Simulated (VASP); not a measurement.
Write the native input for VASP 6.6.1 that does the following.

- Task: single point
- Functional: PBE
- Potentials or basis: VASP PAW PBE potentials, release 64 (Ga_d, N)
- Cutoff: 520 eV
- k mesh: 10 × 10 × 10
- Occupations: gaussian, width 0.05 eV
- Spin: no spin polarisation
- Dipole correction: no
- Further INCAR settings: ALGO = Normal; EDIFF = 1e-06; NBANDS = 16

The structure of GaN lies in POSCAR:

```
GaN
1.0
    0.0000000000      2.2741461228      2.2741461228
    2.2741461228      0.0000000000      2.2741461228
    2.2741461228      2.2741461228      0.0000000000
Ga N
1 1
Direct
    0.0000000000      0.0000000000      0.0000000000
    0.7500000000      0.7500000000      0.7500000000
```

The input as run:

INCAR

```
SYSTEM = GaN
  ALGO = Normal
  EDIFF = 1E-6
  ENCUT = 520
  GGA = PE
  ISIF = 2
  ISMEAR = 0
  LASPH = .TRUE.
  LCHARG = .FALSE.
  LREAL = .FALSE.
  LWAVE = .FALSE.
  NBANDS = 16
  NELM = 60
  PREC = Accurate
  SIGMA = 0.05
```

KPOINTS

```
k-points
0
G
  10 10 10
  0 0 0
```

Potentials or basis: VASP PAW PBE potentials, release 64 (Ga_d, N).

Run with:

```bash
$ cat potpaw_PBE.64/Ga_d/POTCAR potpaw_PBE.64/N/POTCAR > POTCAR
$ mpirun -np 1 vasp_std > vasp.out
```

Results of the run:

* Pressure: 0.1 GPa
* Band gap on the k mesh: 1.55 eV, direct

Run time: 6.3 s on 1 thread of Intel(R) Xeon(R) 6975P-C (Granite Rapids) (shared host), peak memory 0.14 GiB.
